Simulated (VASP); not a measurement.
# Cu (Fm-3m) in VASP: notebook

The runs below take Cu through single point, relaxation of cell and atoms, with PBEsol.

All numbers are computed with VASP 6.6.1; they aren't measurements. Logs are shortened: lines on timing, memory, paths and dates and some standing lists are left out, and cuts for length are marked.

## 1. The cell of the first run

It takes space group Fm-3m (No. 225, cubic). The conventional cell has a = 3.563 Å, b = 3.563 Å, c = 3.563 Å, α = 90.00°, β = 90.00°, γ = 90.00°. Cu (site symmetry m-3m) has 12 Cu at 2.52 Å within 3.3 Å.

## 2. Single point, PBEsol

Input file INCAR:

```
  PREC = Accurate
  ENCUT = 520
  EDIFF = 1E-6
  ISMEAR = 1
  SIGMA = 0.05
  LREAL = False
  LASPH = True
  NELM = 60
  ALGO = Normal
  ISIF = 2
  LWAVE = False
  LCHARG = True
  GGA = PS
  LELF = True
  LVHAR = True
  NBANDS = 12
```

Input file KPOINTS:

```
Automatic mesh
0
Gamma
  21 21 21
```

Input file POSCAR:

```
Cu
1.0
    0.0000000000      1.7813074946      1.7813074946
    1.7813074946      0.0000000000      1.7813074946
    1.7813074946      1.7813074946      0.0000000000
Cu
1
Direct
    0.0000000000      0.0000000000      0.0000000000
```

Potentials or basis: VASP PAW PBE potentials, release 64 (Cu).

On the command line:

```bash
cat potpaw_PBE.64/Cu/POTCAR > POTCAR
mpirun -np 1 vasp_std > vasp.out
```

OUTCAR:

```text
PREC = Accurate
   ENCUT = 520
   EDIFF = 1E-6
   ISMEAR = 1
   LREAL = False
   LASPH = True
   NELM = 60
   ISIF = 2
   GGA = PS

 ion  position               nearest neighbor table
   1  0.000  0.000  0.000-

  LATTYP: Found a face centered cubic cell.
 ALAT       =     3.5626149892

  Lattice vectors:

 A1 = (   0.0000000000,   1.7813074946,   1.7813074946)
 A2 = (   1.7813074946,   0.0000000000,   1.7813074946)
 A3 = (   1.7813074946,   1.7813074946,   0.0000000000)

Analysis of symmetry for initial positions (statically):
=====================================================================
 Subroutine PRICEL returns:
 Original cell was already a primitive cell.

 Routine SETGRP: Setting up the symmetry group for a
 face centered cubic supercell.

 Subroutine GETGRP returns: Found 48 space group operations
 (whereof 48 operations were pure point group operations)
 out of a pool of 48 trial point group operations.

The static configuration has the point symmetry O_h .

Analysis of symmetry for dynamics (positions and initial velocities):
=====================================================================
 Subroutine PRICEL returns:
 Original cell was already a primitive cell.

 Routine SETGRP: Setting up the symmetry group for a
 face centered cubic supercell.

 Subroutine GETGRP returns: Found 48 space group operations
 (whereof 48 operations were pure point group operations)
 out of a pool of 48 trial point group operations.

The dynamic configuration has the point symmetry O_h .

 Subroutine INISYM returns: Found 48 space group operations
 (whereof 48 operations are pure point group operations),
 and found     1 'primitive' translations

----------------------------------------------------------------------------------------

                                     Primitive cell

  volume of cell :      11.3044

  direct lattice vectors                    reciprocal lattice vectors
     0.000000000  1.781307495  1.781307495    -0.280692694  0.280692694  0.280692694
     1.781307495  0.000000000  1.781307495     0.280692694 -0.280692694  0.280692694
     1.781307495  1.781307495  0.000000000     0.280692694  0.280692694 -0.280692694

  length of vectors
     2.519149218  2.519149218  2.519149218     0.486174008  0.486174008  0.486174008

  position of ions in fractional coordinates (direct lattice)
     0.000000000  0.000000000  0.000000000

  ion indices of the primitive-cell ions
   primitive index   ion index
                 1           1

----------------------------------------------------------------------------------------

 KPOINTS: Automatic mesh

Automatic generation of k-mesh.
 Grid dimensions read from file:
 generate k-points for:   21   21   21

 Generating k-lattice:

  Cartesian coordinates                     Fractional coordinates (reciprocal lattice)
    -0.013366319  0.013366319  0.013366319     0.047619048  0.000000000  0.000000000
     0.013366319 -0.013366319  0.013366319     0.000000000  0.047619048  0.000000000
     0.013366319  0.013366319 -0.013366319     0.000000000  0.000000000  0.047619048

  Length of vectors
     0.023151143  0.023151143  0.023151143

  Shift w.r.t. Gamma in fractional coordinates (k-lattice)
     0.000000000  0.000000000  0.000000000

 Subroutine IBZKPT returns following result:
 ===========================================

 Found    286 irreducible k-points:

 Following reciprocal coordinates:
            Coordinates               Weight
  0.000000  0.000000  0.000000      1.000000
  0.047619  0.000000  0.000000      8.000000
  0.095238  0.000000  0.000000      8.000000
  0.142857  0.000000  0.000000      8.000000
  0.190476  0.000000  0.000000      8.000000
  0.238095  0.000000  0.000000      8.000000
[... 16 lines left out ...]
 -0.428571  0.047619  0.000000     24.000000
 -0.380952  0.047619  0.000000     24.000000
 [... further k-points ...]
   k-points           NKPTS =    286   k-points in BZ     NKDIM =    286   number of bands    NBANDS=     12
   number of dos      NEDOS =    301   number of ions     NIONS =      1
   total plane-waves  NPLWV =   8000
   dimension x,y,z NGX =    20 NGY =   20 NGZ =   20
   dimension x,y,z NGXF=    40 NGYF=   40 NGZF=   40
   ions per type =               1
   NGX,Y,Z   is equivalent  to a cutoff of  13.20, 13.20, 13.20 a.u.
   NGXF,Y,Z  is equivalent  to a cutoff of  26.40, 26.40, 26.40 a.u.
 SYSTEM =  unknown system
   PREC   = accura    normal or accurate (medium, high low for compatibility)
   ISTART =      0    job   : 0-new  1-cont  2-samecut
   ICHARG =      2    charge: 1-file 2-atom 10-const
   ISPIN  =      1    spin polarized calculation?
   LNONCOLLINEAR =      F non collinear calculations
   LSORBIT =      F    spin-orbit coupling
   LASPH  =      T    aspherical Exc in radial PAW
   ENCUT  =  520.0 eV  38.22 Ry    6.18 a.u.   4.68  4.68  4.68*2*pi/ulx,y,z
   NELM   =     60;   NELMIN=  2; NELMDL= -5     # of ELM steps
   EDIFF  = 0.1E-05   stopping-criterion for ELM
   LREAL  =      F    real-space projection
   EDIFFG = 0.1E-04   stopping-criterion for IOM
   NSW    =      0    number of steps for IOM
   IBRION =     -1    ionic relax: 0-MD 1-quasi-New 2-CG
   NFREE  =      0    steps in history (QN), initial steepest desc. (CG)
   ISIF   =      2    stress and relaxation
   ISYM   =      2    0-nonsym 1-usesym 2-fastsym
   POTIM  = 0.5000    time-step for ionic-motion
   TEBEG  =    0.0;   TEEND  =   0.0 temperature during run
   PSTRESS=    0.0 pullay stress
   NELECT =      11.0000    total number of electrons
   NUPDOWN=      -1.0000    fix difference up-down
   EMIN   =  10.00;   EMAX   =-10.00  energy-range for DOS
   EFERMI =   0.00;   METHOD = LEGACY
   ISMEAR =     1;   SIGMA  =   0.05  broadening in eV -4-tet -1-fermi 0-gaus
   EFERMI_NEDOS =   21; number of points for ismear=-14 and -15
   IALGO  =     38    algorithm
   IMIX   =      4    mixing-type and parameters
     AMIX     =   0.40;   BMIX     =  1.00
     AMIX_MAG =   1.60;   BMIX_MAG =  1.00
  volume/ion in A,a.u.               =      11.30        76.29
  Fermi-wavevector in a.u.,A,eV,Ry     =   1.622271  3.065648 35.807328  2.631764
  Thomas-Fermi vector in A             =   2.715912
   LORBIT       =      0    0 simple, 1 ext, 2 COOP (PROOUT), +10 PAW based schemes
   GGA     = PS    functional components
   LHFCALC =     F    Hartree Fock is set to
   AEXX    =    0.0000 exact exchange contribution
   IVDW    =     0    specifies the selected vdW correction
   LEPSILON=     F    determine dielectric tensor
   LRPA    =     F    only Hartree local field effects (RPA)
 non-spin polarized calculation
 Methfessel and Paxton  Order N= 1 SIGMA  =   0.05
  energy-cutoff  :      520.00
  volume of cell :       11.30
 maximum number of plane-waves:       316
   NGX =  9   NGY =  9   NGZ =  9

 number of electron      11.0000013 magnetization

 Free energy of the ion-electron system (eV)
  ---------------------------------------------------
  ext. energy  EPLUGINS =         0.00000000
  ---------------------------------------------------
  free energy    TOTEN  =        -4.30681969 eV

  energy without entropy =       -4.30668002  energy(sigma->0) =       -4.30677313

 E-fermi :   8.0123     XC(G=0): -13.1660

 val. band max:        8.0072060561   @ k =  -0.3333   0.1905   0.0476
 cond. band min:       8.0219853045   @ k =  -0.2857   0.2381   0.0000
 fundamental gap:      0.0147792485
 Fermi energy:         8.0123416318

 k-point     1 :       0.0000    0.0000    0.0000
  band No.  band energies     occupation
      1      -1.7751      2.00000
      2       4.7840      2.00000
      3       4.7840      2.00000
      4       4.7840      2.00000
      5       5.6741      2.00000
      6       5.6741      2.00000
      7      30.8865      0.00000
      8      33.8429      0.00000
      9      33.8429      0.00000
     10      33.8429      0.00000
     11      36.3612      0.00000
     12      36.3612      0.00000

 k-point     2 :       0.0476    0.0000    0.0000
  band No.  band energies     occupation
      1      -1.6897      2.00000
      2       4.7647      2.00000
      3       4.8009      2.00000
      4       4.8009      2.00000
      5       5.6671      2.00000
      6       5.6671      2.00000
      7      30.4832      0.00000
      8      32.6117      0.00000
      9      33.5576      0.00000
     10      33.5576      0.00000
     11      36.7639      0.00000
     12      36.7639      0.00000

 k-point     3 :       0.0952    0.0000    0.0000
  band No.  band energies     occupation
      1      -1.4357      2.00000
      2       4.7110      2.00000
      3       4.8470      2.00000
      4       4.8470      2.00000
      5       5.6509      2.00000
      6       5.6509      2.00000
      7      28.7171      0.00000
      8      31.7943      0.00000
      9      32.9920      0.00000
     10      32.9920      0.00000
     11      37.6519      0.00000
     12      37.6519      0.00000
[... 286 lines left out ...]
 k-point    23 :      -0.4286    0.0476    0.0000
  band No.  band energies     occupation
      1       2.5852      2.00000
      2       4.7400      2.00000
      3       4.7897      2.00000
      4       5.7681      2.00000
      5       6.2086      2.00000
      6       6.8430      2.00000
      7      12.7455      0.00000
      8      28.4318      0.00000
      9      30.0788      0.00000
     10      30.6877      0.00000
     11      33.9676      0.00000
     12      35.0572      0.00000

 k-point    24 :      -0.3810    0.0476    0.0000
  band No.  band energies     occupation
      1       2.3762      2.00000
      2       4.7814      2.00000
      3       4.8237      2.00000
      4       5.3090      2.00000
      5       6.0993      2.00000
      6       6.4431      2.00000
      7      14.2865      0.00000
      8      28.3320      0.00000
      9      30.3403      0.00000
     10      31.3468      0.00000
     11      33.9036      0.00000
     12      35.4836      0.00000

 [... further k-points ...]

------------------------ aborting loop because EDIFF is reached ----------------------------------------

  FORCE on cell =-STRESS in cart. coord.  units (eV):
  Direction    XX          YY          ZZ          XY          YZ          ZX
  --------------------------------------------------------------------------------------
  -------------------------------------------------------------------------------------
  Total        0.0532816      0.0532816      0.0532816      0.0000000     -0.0000000      0.0000000
  in kB        7.5516311      7.5516311      7.5516311      0.0000000     -0.0000000      0.0000000
  external PRESSURE =       7.5516311 kB  Pullay stress =       0.0000000 kB

 VOLUME and BASIS-vectors are now :
 -----------------------------------------------------------------------------
  energy-cutoff  :      520.00
  volume of cell :       11.30
      direct lattice vectors                 reciprocal lattice vectors
     0.000000000  1.781307495  1.781307495    -0.280692694  0.280692694  0.280692694
     1.781307495  0.000000000  1.781307495     0.280692694 -0.280692694  0.280692694
     1.781307495  1.781307495  0.000000000     0.280692694  0.280692694 -0.280692694

 POSITION                                       TOTAL-FORCE (eV/Angst)
 -----------------------------------------------------------------------------------
      0.00000      0.00000      0.00000         0.000000      0.000000      0.000000
 -----------------------------------------------------------------------------------
    total drift:                                0.000000     -0.000000      0.000000

  FREE ENERGIE OF THE ION-ELECTRON SYSTEM (eV)
  ---------------------------------------------------
  free  energy   TOTEN  =        -4.3068196864 eV

  energy  without entropy=       -4.3066800164  energy(sigma->0) =       -4.30677313
```

Run time: 20 s. Hardware: 1 thread of Intel Xeon Platinum 8488C (Sapphire Rapids), shared host; peak memory 0.15 GiB.

What came out:

```
Free energy            : -4.3068 eV
Pressure               : 0.8 GPa
Band gap on the k mesh : zero (an odd number of electrons rules out a gap without spin polarisation)
```

Caveat: the PAW data sets were made with another functional, which shifts forces and pressure a little.

## 3. Relaxation of cell and atoms, PBEsol

This run uses another cell than the first one, of 11.81 Å³/atom.

Input file INCAR:

```
SYSTEM = Cu
  PREC = Accurate
  ENCUT = 600
  EDIFF = 1E-6
  ISMEAR = 1
  SIGMA = 0.05
  LREAL = .False.
  LASPH = .True.
  NELM = 60
  ALGO = Normal
  ISIF = 3
  LWAVE = .False.
  LCHARG = .False.
  GGA = PS
  IBRION = 2
  NSW = 60
  EDIFFG = -0.02
```

Input file KPOINTS:

```
regular mesh
0
Gamma
  21 21 21
  0 0 0
```

Input file POSCAR:

```
Cu
1.0
    0.0000000000      1.8075000000      1.8075000000
    1.8075000000      0.0000000000      1.8075000000
    1.8075000000      1.8075000000      0.0000000000
Cu
1
Direct
    0.0000000000      0.0000000000      0.0000000000
```

Potentials or basis: VASP PAW PBE potentials, release 64 (Cu).

On the command line:

```bash
cat potpaw_PBE.64/Cu/POTCAR > POTCAR
mpirun -np 1 vasp_std > vasp.out
```

OUTCAR:

```text
SYSTEM = Cu
   PREC = Accurate
   ENCUT = 600
   EDIFF = 1E-6
   ISMEAR = 1
   LREAL = .False.
   LASPH = .True.
   NELM = 60
   ISIF = 3
   GGA = PS
   IBRION = 2
   NSW = 60
   EDIFFG = -0.02

 ion  position               nearest neighbor table
   1  0.000  0.000  0.000-

  LATTYP: Found a face centered cubic cell.
 ALAT       =     3.6150000000

  Lattice vectors:

 A1 = (   0.0000000000,   1.8075000000,   1.8075000000)
 A2 = (   1.8075000000,   0.0000000000,   1.8075000000)
 A3 = (   1.8075000000,   1.8075000000,   0.0000000000)

Analysis of symmetry for initial positions (statically):
=====================================================================
 Subroutine PRICEL returns:
 Original cell was already a primitive cell.

 Routine SETGRP: Setting up the symmetry group for a
 face centered cubic supercell.

 Subroutine GETGRP returns: Found 48 space group operations
 (whereof 48 operations were pure point group operations)
 out of a pool of 48 trial point group operations.

The static configuration has the point symmetry O_h .

Analysis of symmetry for dynamics (positions and initial velocities):
=====================================================================
 Subroutine PRICEL returns:
 Original cell was already a primitive cell.

 Routine SETGRP: Setting up the symmetry group for a
 face centered cubic supercell.

 Subroutine GETGRP returns: Found 48 space group operations
 (whereof 48 operations were pure point group operations)
 out of a pool of 48 trial point group operations.

The dynamic configuration has the point symmetry O_h .

 Subroutine INISYM returns: Found 48 space group operations
 (whereof 48 operations are pure point group operations),
 and found     1 'primitive' translations

----------------------------------------------------------------------------------------

                                     Primitive cell

[... 124 lines left out ...]
 maximum number of plane-waves:       411
   NGX = 11   NGY = 11   NGZ = 11

--------------------------------------- Ionic step        1  -------------------------------------------

 number of electron      11.0000001 magnetization

 Free energy of the ion-electron system (eV)
  ---------------------------------------------------
  ext. energy  EPLUGINS =         0.00000000
  ---------------------------------------------------
  free energy    TOTEN  =        -4.29856675 eV

  energy without entropy =       -4.29842380  energy(sigma->0) =       -4.29851910

------------------------ aborting loop because EDIFF is reached ----------------------------------------

  FORCE on cell =-STRESS in cart. coord.  units (eV):
  Direction    XX          YY          ZZ          XY          YZ          ZX
  --------------------------------------------------------------------------------------
  -------------------------------------------------------------------------------------
  Total       -0.4271663     -0.4271663     -0.4271663     -0.0000000      0.0000000      0.0000000
  in kB      -57.9485661    -57.9485661    -57.9485661     -0.0000000      0.0000000      0.0000000
  external PRESSURE =     -57.9485661 kB  Pullay stress =       0.0000000 kB
[... 57 lines left out ...]
--------------------------------------- Ionic step        3  -------------------------------------------

 number of electron      11.0000013 magnetization

 Free energy of the ion-electron system (eV)
  ---------------------------------------------------
  ext. energy  EPLUGINS =         0.00000000
  ---------------------------------------------------
  free energy    TOTEN  =        -4.30722810 eV

  energy without entropy =       -4.30708557  energy(sigma->0) =       -4.30718059

 E-fermi :   7.9526     XC(G=0): -13.1397

 val. band max:        7.9480650691   @ k =  -0.3333   0.1905   0.0476
 cond. band min:       7.9611677390   @ k =  -0.2857   0.2381   0.0000
 fundamental gap:      0.0131026700
 Fermi energy:         7.9526091673

 k-point     1 :       0.0000    0.0000    0.0000
  band No.  band energies     occupation
      1      -1.7975      2.00000
      2       4.7410      2.00000
      3       4.7410      2.00000
      4       4.7410      2.00000
      5       5.6250      2.00000
      6       5.6250      2.00000
      7      30.7935      0.00000
      8      33.7150      0.00000
      9      33.7150      0.00000
[... 265 lines left out ...]
 k-point    24 :      -0.3810    0.0476    0.0000
  band No.  band energies     occupation
      1       2.3449      2.00000
      2       4.7386      2.00000
      3       4.7806      2.00000
      4       5.2655      2.00000
      5       6.0474      2.00000
      6       6.3902      2.00000
      7      14.2038      0.00000
      8      28.2253      0.00000
      9      30.2313      0.00000

 [... further k-points ...]

------------------------ aborting loop because EDIFF is reached ----------------------------------------

  FORCE on cell =-STRESS in cart. coord.  units (eV):
  Direction    XX          YY          ZZ          XY          YZ          ZX
  --------------------------------------------------------------------------------------
  -------------------------------------------------------------------------------------
  Total       -0.0009694     -0.0009694     -0.0009694     -0.0000000      0.0000000     -0.0000000
  in kB       -0.1367869     -0.1367869     -0.1367869     -0.0000000      0.0000000     -0.0000000
  external PRESSURE =      -0.1367869 kB  Pullay stress =       0.0000000 kB
[... 16 lines left out ...]
  FREE ENERGIE OF THE ION-ELECTRON SYSTEM (eV)
  ---------------------------------------------------
  free  energy   TOTEN  =        -4.3072280965 eV

  energy  without entropy=       -4.3070855709  energy(sigma->0) =       -4.30718059

 reached required accuracy - stopping structural energy minimisation
```

OSZICAR:

```text
N       E                     dE             d eps       ncg     rms          rms(c)
DAV:   1     0.381399672359E+02    0.38140E+02   -0.62464E+03  5286   0.228E+03
DAV:   2    -0.487311137636E+01   -0.43013E+02   -0.40971E+02  5180   0.206E+02
DAV:   3    -0.537951636143E+01   -0.50640E+00   -0.50401E+00  6107   0.322E+01
[... 21 lines left out ...]
DAV:   2    -0.434381334842E+01    0.86940E-01   -0.17196E+00  5391   0.305E+01    0.106E+00
DAV:   3    -0.431081512924E+01    0.32998E-01   -0.26489E-01  5350   0.124E+01    0.426E-01
DAV:   4    -0.430724529507E+01    0.35698E-02   -0.65837E-03  7427   0.123E+00    0.426E-02
DAV:   5    -0.430722896655E+01    0.16329E-04   -0.15223E-04  5717   0.283E-01    0.134E-02
DAV:   6    -0.430722809653E+01    0.87003E-06   -0.61404E-06  4069   0.471E-02
   3 F= -.43072281E+01 E0= -.43071806E+01  d E =-.866135E-02
```

It took 35 s on 1 thread of Intel Xeon Platinum 8488C (Sapphire Rapids), shared host; peak memory 0.16 GiB.

Results:

```yaml
Free_energy: -4.3072 eV
Relaxed_volume: 11.35 Å³/atom
Relaxed_cell: a = 2.523 Å, b = 2.523 Å, c = 2.523 Å, α = 60.00°, β = 60.00°, γ = 60.00°
Space_group_after_relaxing_to_0.1_Å: Fm-3m (No. 225)
Energy_gained_by_relaxing: 8.7 meV/atom
Ionic_steps: 3
Pressure_after_relaxing: 0.0 GPa
Band_gap_on_the_k_mesh: zero (an odd number of electrons rules out a gap without spin polarisation)
```

The path:
```csv
step,energy change (eV),largest force (eV/Å),pressure (GPa),volume (Å³)
1,0.0000,0.0000,-5.79,11.81
2,-0.0054,0.0000,4.13,11.10
3,-0.0087,0.0000,-0.01,11.35
```

Final structure:
```xyz
1
Lattice="0.0000 1.7839 1.7839 1.7839 0.0000 1.7839 1.7839 1.7839 0.0000" Properties=species:S:1:pos:R:3 pbc="T T T"
Cu    0.0000    0.0000    0.0000
```

Caveat: the PAW data sets were made with another functional, which shifts forces and pressure a little.
